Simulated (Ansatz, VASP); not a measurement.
Ag: VASP beside Ansatz

File INCAR:

```
  ALGO = Fast
  EDIFF = 1E-7
  ENCUT = 520
  GGA = PS
  ISIF = 2
  ISMEAR = 0
  LASPH = True
  LCHARG = True
  LELF = True
  LREAL = False
  LVHAR = True
  LWAVE = False
  NBANDS = 18
  NELM = 100
  PREC = Accurate
  SIGMA = 0.15
```

Contents of KPOINTS:

```
k-points
0
Gamma
  18 18 10
```

Contents of POSCAR:

```
Ag
1.0
    2.9299980804      0.0000000000      0.0000000000
   -1.4649990402      2.5374527707      0.0000000000
    0.0000000000      0.0000000000      4.7900000000
Ag
2
Direct
    0.2151045318      0.4302090636      0.2500000000
    0.6666666667      0.3333333333      0.7500000000
```

Input for Ansatz:

```yaml
crystal:
  lattice:
    - [2.9299980804, 0.0, 0.0]
    - [-1.4649990402, 2.5374527707, 0.0]
    - [0.0, 0.0, 4.79]
  atoms:
    - { symbol: Ag, position: [0.2151045318, 0.4302090636, 0.25] }
    - { symbol: Ag, position: [0.6666666667, 0.3333333333, 0.75] }
basis:
  ecutwfc: 420
kpoints:
  mp_grid: { grid: [18, 18, 10] }
hamiltonian:
  xc: pbesol
scf:
  occupations: { method: gaussian, width: 0.15 }
output:
  forces: true
  stress: true
  eigenvalues: true
```

Alike in both runs: task single point; functional PBEsol; k mesh 18 × 18 × 10; occupations gaussian, width 0.15 eV; no spin polarisation.

|  | VASP | Ansatz |
| --- | --- | --- |
| version | VASP 6.6.1 | Ansatz 0.2.0 |
| potentials or method | VASP PAW PBE potentials, release 64 (Ag), cutoff 520 eV | scalar-relativistic, plane waves, PAW |
| valence electrons in the cell | 22 | 38 |

VASP gave:

| Quantity | Value |
| --- | --- |
| gap on the k mesh at the Fermi level (eV) | none |
| pressure (GPa) | -5.3 |
| traceless stress, the component that is largest in VASP (GPa) | -3.41 |
| rms of the force components (eV/Å) | 0.058 |

Task: What did Ansatz give for the same quantities?

Result: gap on the k mesh at the Fermi level (eV): none; pressure (GPa): -5.2; traceless stress, the component that is largest in VASP (GPa): -3.44; rms of the force components (eV/Å): 0.058.

VASP's potentials were made for PBE, not for PBEsol. Atom by atom the forces differ by 0.000 eV/Å (rms over components). A gap of «none» marks a metal or a gap that the smearing closes. The functional is the same, so the differences come from potentials, cutoffs and numerics. VASP's potentials hold 22 valence electrons a cell and Ansatz's 38, so a difference there can come from the potentials and not from the codes.
